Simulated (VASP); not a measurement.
# Ta (Im-3m) in VASP: single point with PBE

Aim: the single point of Ta with PBE.

All numbers are computed with VASP 6.6.1; they aren't measurements. Logs are shortened: lines on timing, memory, paths and dates and some standing lists are left out, and cuts for length are marked.

## 1. The cell of the first run

The structure is cubic, space group Im-3m (No. 229). Conventional cell: a = 3.303 Å, b = 3.303 Å, c = 3.303 Å, α = 90.00°, β = 90.00°, γ = 90.00°. Within 3.8 Å of Ta (site symmetry m-3m) lie 14 Ta at 2.86 to 3.30 Å.

## 2. Single point, PBE

The input, INCAR:

```
PREC = Accurate
ENCUT = 500
EDIFF = 1E-6
ISMEAR = -1
SIGMA = 0.02
LREAL = F
LASPH = T
NELM = 120
ALGO = Normal
ISIF = 2
LWAVE = F
LCHARG = F
GGA = PE
NBANDS = 78
GGA_COMPAT = F
```

The input, KPOINTS:

```
regular mesh
0
Gamma
  2 3 3
```

The input, POSCAR:

```
Ta
1.0
   -4.9538400000      4.9538400000      4.9538400000
    3.3025600000     -3.3025600000      3.3025600000
    3.3025600000      3.3025600000     -3.3025600000
Ta
12
Direct
    0.0000000000      0.0000000000      0.0000000000
    0.0000000000      0.0000000000      0.5000000000
    0.0000000000      0.5000000000      0.0000000000
    0.0000000000      0.5000000000      0.5000000000
    0.3333333333      0.0000000000      0.0000000000
    0.3333333333      0.0000000000      0.5000000000
    0.3333333333      0.5000000000      0.0000000000
    0.3333333333      0.5000000000      0.5000000000
    0.6666666667      0.0000000000      0.0000000000
    0.6666666667      0.0000000000      0.5000000000
    0.6666666667      0.5000000000      0.0000000000
    0.6666666667      0.5000000000      0.5000000000
```

Potentials or basis: VASP PAW PBE potentials, release 64 (Ta_pv).

The run is started by

```sh
cat potpaw_PBE.64/Ta_pv/POTCAR > POTCAR
mpirun -np 1 vasp_std > vasp.out
```

OUTCAR:

```text
PREC = Accurate
   ENCUT = 500
   EDIFF = 1E-6
   ISMEAR = -1
   LREAL = F
   LASPH = T
   NELM = 120
   ISIF = 2
   GGA = PE

 ion  position               nearest neighbor table
   1  0.000  0.000  0.000-   5 2.86   9 2.86   8 2.86  12 2.86   2 2.86   2 2.86   3 2.86   3 2.86
                            10 3.30   7 3.30  11 3.30   6 3.30   4 3.30   4 3.30
   2  0.000  0.000  0.500-   6 2.86  10 2.86   7 2.86  11 2.86   1 2.86   1 2.86   4 2.86   4 2.86
                             9 3.30   5 3.30  12 3.30   8 3.30   3 3.30   3 3.30
   3  0.000  0.500  0.000-   7 2.86  11 2.86   6 2.86  10 2.86   1 2.86   4 2.86   1 2.86   4 2.86
                            12 3.30   5 3.30   9 3.30   8 3.30   2 3.30   2 3.30
   4  0.000  0.500  0.500-   8 2.86  12 2.86   5 2.86   9 2.86   2 2.86   3 2.86   2 2.86   3 2.86
                            11 3.30   7 3.30  10 3.30   6 3.30   1 3.30   1 3.30
   5  0.333  0.000  0.000-   1 2.86   4 2.86   7 2.86   6 2.86   7 2.86   6 2.86  12 2.86   9 2.86
                             2 3.30   3 3.30   8 3.30   8 3.30  11 3.30  10 3.30
   6  0.333  0.000  0.500-   2 2.86   3 2.86   8 2.86   5 2.86   8 2.86   5 2.86  11 2.86  10 2.86
                             1 3.30   4 3.30   7 3.30   7 3.30   9 3.30  12 3.30
   7  0.333  0.500  0.000-   3 2.86   2 2.86   8 2.86   8 2.86   5 2.86   5 2.86  10 2.86  11 2.86
                             4 3.30   1 3.30   6 3.30   6 3.30   9 3.30  12 3.30
   8  0.333  0.500  0.500-   4 2.86   1 2.86   7 2.86   7 2.86   6 2.86   6 2.86   9 2.86  12 2.86
                             3 3.30   2 3.30   5 3.30   5 3.30  11 3.30  10 3.30
   9  0.667  0.000  0.000-   1 2.86   4 2.86  10 2.86  11 2.86  10 2.86  11 2.86   8 2.86   5 2.86
                             3 3.30   2 3.30  12 3.30  12 3.30   7 3.30   6 3.30
  10  0.667  0.000  0.500-   2 2.86   3 2.86   9 2.86  12 2.86   9 2.86  12 2.86   7 2.86   6 2.86
                             1 3.30   4 3.30  11 3.30  11 3.30   8 3.30   5 3.30
  11  0.667  0.500  0.000-   3 2.86   2 2.86   9 2.86  12 2.86  12 2.86   9 2.86   6 2.86   7 2.86
                             1 3.30   4 3.30  10 3.30  10 3.30   5 3.30   8 3.30
  12  0.667  0.500  0.500-   4 2.86   1 2.86  10 2.86  11 2.86  11 2.86  10 2.86   5 2.86   8 2.86
                             3 3.30   2 3.30   9 3.30   9 3.30   6 3.30   7 3.30

  LATTYP: Found a base centered monoclinic cell.
 ALAT       =     6.6051200000
 B/A-ratio  =     1.4142135624
 C/A-ratio  =     1.0897247359
 COS(beta)  =    -0.2294157339

  Lattice vectors:

 A1 = (  -3.3025600000,   3.3025600000,  -3.3025600000)
 A2 = (  -3.3025600000,  -3.3025600000,   3.3025600000)
 A3 = (   1.6512800000,   4.9538400000,   4.9538400000)

Analysis of symmetry for initial positions (statically):
=====================================================================
 Subroutine PRICEL returns following result:

  LATTYP: Found a body centered cubic cell.
[... 159 lines left out ...]
   IMIX   =      4    mixing-type and parameters
     AMIX     =   0.40;   BMIX     =  1.00
     AMIX_MAG =   1.60;   BMIX_MAG =  1.00
  volume/ion in A,a.u.               =      18.01       121.54
  Fermi-wavevector in a.u.,A,eV,Ry     =   1.388988  2.624806 26.249534  1.929286
  Thomas-Fermi vector in A             =   2.513061
   LORBIT       =      0    0 simple, 1 ext, 2 COOP (PROOUT), +10 PAW based schemes
   GGA     = PE    functional components
   LHFCALC =     F    Hartree Fock is set to
   AEXX    =    0.0000 exact exchange contribution
   IVDW    =     0    specifies the selected vdW correction
   LEPSILON=     F    determine dielectric tensor
   LRPA    =     F    only Hartree local field effects (RPA)
 non-spin polarized calculation
  energy-cutoff  :      500.00
  volume of cell :      216.12
 maximum number of plane-waves:      5515
 NGX is ok and might be reduce to    64
   NGX = 31   NGY = 21   NGZ = 21

 number of electron     132.0000020 magnetization

 Free energy of the ion-electron system (eV)
  ---------------------------------------------------
  ext. energy  EPLUGINS =         0.00000000
  ---------------------------------------------------
  free energy    TOTEN  =      -140.70602315 eV

  energy without entropy =     -140.62658129  energy(sigma->0) =     -140.66630222

 E-fermi :   5.4444     XC(G=0): -12.6271

 val. band max:        5.4218449071   @ k =   0.0000   0.3333   0.0000
 cond. band min:       5.4774433917   @ k =   0.0000   0.3333   0.0000
 fundamental gap:      0.0555984847
 Fermi energy:         5.4443550124

 k-point     1 :       0.0000    0.0000    0.0000
  band No.  band energies     occupation
      1     -28.8062      2.00000
      2     -28.8062      2.00000
      3     -28.8062      2.00000
      4     -28.6628      2.00000
      5     -28.6628      2.00000
      6     -28.6628      2.00000
[... 637 lines left out ...]
     77       7.5579      0.00000
     78       7.5579      0.00000

------------------------ aborting loop because EDIFF is reached ----------------------------------------

  FORCE on cell =-STRESS in cart. coord.  units (eV):
  Direction    XX          YY          ZZ          XY          YZ          ZX
  --------------------------------------------------------------------------------------
  -------------------------------------------------------------------------------------
  Total        8.3970342      8.3969289      8.3969289     -0.0002571      0.0003619     -0.0002571
  in kB       62.2491038     62.2483230     62.2483230     -0.0019062      0.0026828     -0.0019058
  external PRESSURE =      62.2485833 kB  Pullay stress =       0.0000000 kB

 VOLUME and BASIS-vectors are now :
 -----------------------------------------------------------------------------
  energy-cutoff  :      500.00
  volume of cell :      216.12
      direct lattice vectors                 reciprocal lattice vectors
    -4.953840000  4.953840000  4.953840000     0.000000000  0.100931802  0.100931802
     3.302560000 -3.302560000  3.302560000     0.151397704  0.000000000  0.151397704
     3.302560000  3.302560000 -3.302560000     0.151397704  0.151397704  0.000000000

 POSITION                                       TOTAL-FORCE (eV/Angst)
 -----------------------------------------------------------------------------------
      0.00000      0.00000      0.00000         0.000000      0.000000     -0.000000
      1.65128      1.65128     -1.65128        -0.000000      0.000000     -0.000000
      1.65128     -1.65128      1.65128        -0.000000      0.000000      0.000000
      3.30256      0.00000      0.00000         0.000000      0.000000      0.000000
     -1.65128      1.65128      1.65128        -0.000000     -0.000000      0.000000
      0.00000      3.30256     -0.00000        -0.000000     -0.000000      0.000000
      0.00000     -0.00000      3.30256        -0.000000     -0.000000      0.000000
      1.65128      1.65128      1.65128        -0.000000     -0.000000      0.000000
     -3.30256      3.30256      3.30256         0.000000     -0.000000     -0.000000
     -1.65128      4.95384      1.65128         0.000000     -0.000000     -0.000000
     -1.65128      1.65128      4.95384         0.000000     -0.000000     -0.000000
     -0.00000      3.30256      3.30256         0.000000     -0.000000     -0.000000
 -----------------------------------------------------------------------------------
    total drift:                               -0.000000      0.000000      0.000000

  FREE ENERGIE OF THE ION-ELECTRON SYSTEM (eV)
  ---------------------------------------------------
  free  energy   TOTEN  =      -140.7060231502 eV

  energy  without entropy=     -140.6265812875  energy(sigma->0) =     -140.66630222
```

OSZICAR:

```text
N       E                     dE             d eps       ncg     rms          rms(c)
DAV:   1     0.143107696332E+04    0.14311E+04   -0.71065E+04  1256   0.172E+03
DAV:   2    -0.651490230710E+02   -0.14962E+04   -0.14637E+04  1320   0.533E+02
DAV:   3    -0.143870081005E+03   -0.78721E+02   -0.74627E+02  1552   0.102E+02
DAV:   4    -0.146440804701E+03   -0.25707E+01   -0.24781E+01  1480   0.162E+01
DAV:   5    -0.146539518923E+03   -0.98714E-01   -0.98390E-01  1596   0.255E+00    0.463E+01
DAV:   6    -0.142098290260E+03    0.44412E+01   -0.52590E+00  1390   0.109E+01    0.228E+01
DAV:   7    -0.140719080224E+03    0.13792E+01   -0.44961E+00  1432   0.968E+00    0.120E+00
DAV:   8    -0.140705851944E+03    0.13228E-01   -0.87273E-02  1476   0.131E+00    0.351E-01
DAV:   9    -0.140706113816E+03   -0.26187E-03   -0.33797E-03  1544   0.210E-01    0.130E-01
DAV:  10    -0.140706033738E+03    0.80078E-04   -0.99692E-05  1562   0.463E-02    0.210E-02
DAV:  11    -0.140706024581E+03    0.91571E-05   -0.70601E-06  1448   0.119E-02    0.162E-03
DAV:  12    -0.140706023177E+03    0.14036E-05   -0.27518E-07   888   0.223E-03    0.111E-03
DAV:  13    -0.140706023150E+03    0.27227E-07   -0.49535E-08   864   0.110E-03
   1 F= -.14070602E+03 E0= -.14066630E+03  d E =-.794419E-01
```

stdout:

```text
POSCAR found type information on POSCAR Ta
 POSCAR found :  1 types and      12 ions
 scaLAPACK will be used
 LDA part: xc-table for (Slater+PW92), standard interpolation
 -----------------------------------------------------------------------------
|                                                                             |
|           W    W    AA    RRRRR   N    N  II  N    N   GGGG   !!!           |
|           W    W   A  A   R    R  NN   N  II  NN   N  G    G  !!!           |
|           W    W  A    A  R    R  N N  N  II  N N  N  G       !!!           |
|           W WW W  AAAAAA  RRRRR   N  N N  II  N  N N  G  GGG   !            |
|           WW  WW  A    A  R   R   N   NN  II  N   NN  G    G                |
|           W    W  A    A  R    R  N    N  II  N    N   GGGG   !!!           |
|                                                                             |
|     Your reciprocal lattice and k-lattice belong to different lattice       |
|     classes:                                                                |
|                                                                             |
|        The reciprocal lattice is base-centered monoclinic,                  |
|        whereas your k-lattice is face-centered cubic.                       |
|                                                                             |
|     Results are often still useful ...                                      |
|                                                                             |
 -----------------------------------------------------------------------------

 POSCAR, INCAR and KPOINTS ok, starting setup
 FFT: planning ... GRIDC
 FFT: planning ... GRID_SOFT
 FFT: planning ... GRID
 WAVECAR not read
 entering main loop
```

Run time: 2.8 min. Hardware: 1 thread of Intel Xeon Platinum 8375C at 2.90GHz (Ice Lake), shared host; peak memory 0.35 GiB.

What came out:

| Property | Result |
| --- | --- |
| Free energy | -140.7060 eV |
| Pressure | 6.2 GPa |
| Band gap on the k mesh | zero (bands 66 and 67 overlap by 1.03 eV) |

Caveat: the k points lie up to 0.45 Å⁻¹ apart, too coarse for converged energies and pressures of a metal; spin-orbit coupling is left out, which moves the levels of the heavy elements.
